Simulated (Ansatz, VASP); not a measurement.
# Two plane-wave programs on GaSb

The input POSCAR:

```
GaSb
1.0
    4.6886257806      0.0000000000      0.0000000000
   -2.3443128903      4.0604690349      0.0000000000
    0.0000000000      0.0000000000      5.9148461418
Ga Sb
2 2
Direct
    0.3333333333      0.6666666667      0.2500000000
    0.6666666667      0.3333333333      0.7500000000
    0.6666666667      0.3333333333      0.2500000000
    0.3333333333      0.6666666667      0.7500000000
```

Contents of INCAR.step1:

```
SYSTEM = GaSb
PREC     = Accurate       ! precision mode
ENCUT    = 520            ! plane-wave cutoff, eV
ISMEAR   = 1              ! smearing method
SIGMA    = 0.05           ! smearing width, eV
LREAL    = .FALSE.        ! projectors in reciprocal space
LASPH    = .TRUE.         ! aspherical terms in the spheres
NELM     = 80             ! most SCF steps
NBANDS   = 26             ! bands
GGA      = PE             ! functional
ALGO     = Normal         ! electronic algorithm
EDIFF    = 1E-4           ! SCF threshold, eV
LWAVE    = .TRUE.         ! write WAVECAR
LCHARG   = .FALSE.        ! write CHGCAR
```

The input INCAR.step2:

```
SYSTEM = GaSb
PREC     = Accurate       ! precision mode
ENCUT    = 520            ! plane-wave cutoff, eV
EDIFF    = 1E-6           ! SCF threshold, eV
ISMEAR   = 1              ! smearing method
SIGMA    = 0.05           ! smearing width, eV
LREAL    = .FALSE.        ! projectors in reciprocal space
LASPH    = .TRUE.         ! aspherical terms in the spheres
NELM     = 80             ! most SCF steps
ALGO     = Normal         ! electronic algorithm
ISIF     = 2              ! what is computed and relaxed
LWAVE    = .FALSE.        ! write WAVECAR
LCHARG   = .FALSE.        ! write CHGCAR
METAGGA  = R2SCAN         ! meta-GGA
LMIXTAU  = .TRUE.       
NBANDS   = 26             ! bands
ISTART   = 1
```

File KPOINTS:

```
regular mesh
0
G
  6 6 4
  0 0 0
```

Input for Ansatz:

```yaml
crystal:
  lattice:
    - [4.6886257806, 0.0, 0.0]
    - [-2.3443128903, 4.0604690349, 0.0]
    - [0.0, 0.0, 5.9148461418]
  atoms:
    - { symbol: Ga, position: [0.3333333333, 0.6666666667, 0.25] }
    - { symbol: Ga, position: [0.6666666667, 0.3333333333, 0.75] }
    - { symbol: Sb, position: [0.6666666667, 0.3333333333, 0.25] }
    - { symbol: Sb, position: [0.3333333333, 0.6666666667, 0.75] }
kpoints:
  mp_grid: { grid: [6, 6, 4] }
hamiltonian:
  xc: r2scan
scf:
  occupations: { method: methfessel_paxton, width: 0.05 }
  n_extra_bands: 5
output:
  forces: true
  stress: true
  eigenvalues: true
```

Alike in both runs: task single point; functional r2SCAN; k mesh 6 × 6 × 4; occupations methfessel-paxton of order 1, width 0.05 eV; no spin polarisation.

```csv
,VASP,Ansatz
version,VASP 6.6.1,Ansatz 0.2.0
potentials or method,"VASP PAW PBE potentials, release 64 (Ga_d, Sb)",plane waves
plane-wave cutoff (eV),520,500
valence electrons in the cell,36,56
```

```tsv
	VASP	Ansatz	Ansatz less VASP
pressure (GPa)	0.0	0.0	-0.06
traceless stress, the component that is largest in VASP (GPa)	0.02	0.07	+0.055
```

VASP's potentials were made for PBE, not for r2SCAN. The functional is the same, so the differences come from potentials, cutoffs and numerics. VASP's potentials hold 36 valence electrons a cell and Ansatz's 56, so a difference there can come from the potentials and not from the codes.

Spin-orbit coupling is off throughout.
